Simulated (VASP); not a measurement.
Here is a VASP 6.6.1 calculation.

Contents of INCAR:

```
PREC = Accurate
ENCUT = 600
EDIFF = 1E-6
ISMEAR = -1
SIGMA = 0.1
LREAL = F
LASPH = T
NELM = 200
ALGO = Normal
ISIF = 2
LWAVE = F
LCHARG = F
ISPIN = 2
MAGMOM = 0 2
LORBIT = 11
LMAXMIX = 4
NBANDS = 26
GGA_COMPAT = F
```

KPOINTS

```
regular mesh
0
Gamma
  13 13 7
```

The input POSCAR:

```
ZnCo
1.0
    2.6072238118      0.0000000000      0.0000000000
   -1.3036119059      2.2579220543      0.0000000000
    0.0000000000      0.0000000000      4.1716830000
Zn Co
1 1
Direct
    0.6666666667      0.3333333333      0.0000000000
    0.0000000000      0.0000000000      0.5000000000
```

Potentials or basis: VASP PAW LDA potentials, release 64 (Zn, Co_sv).

Command:

```bash
$ cat potpaw_LDA.64/Zn/POTCAR potpaw_LDA.64/Co_sv/POTCAR > POTCAR
$ mpirun -np 1 vasp_std > vasp.out
```

Question: Predict the site moments.

Answer: Zn -0.03; Co +1.20 μB.

Question: What does it give for the net moment?

Answer: 1.14 μB per cell.

Stress tensor (GPa, compression positive):
```
-15.44   0.00   0.00
  0.00 -15.44   0.00
  0.00   0.00 -16.24
```

Caveat: the cell stands under tension.
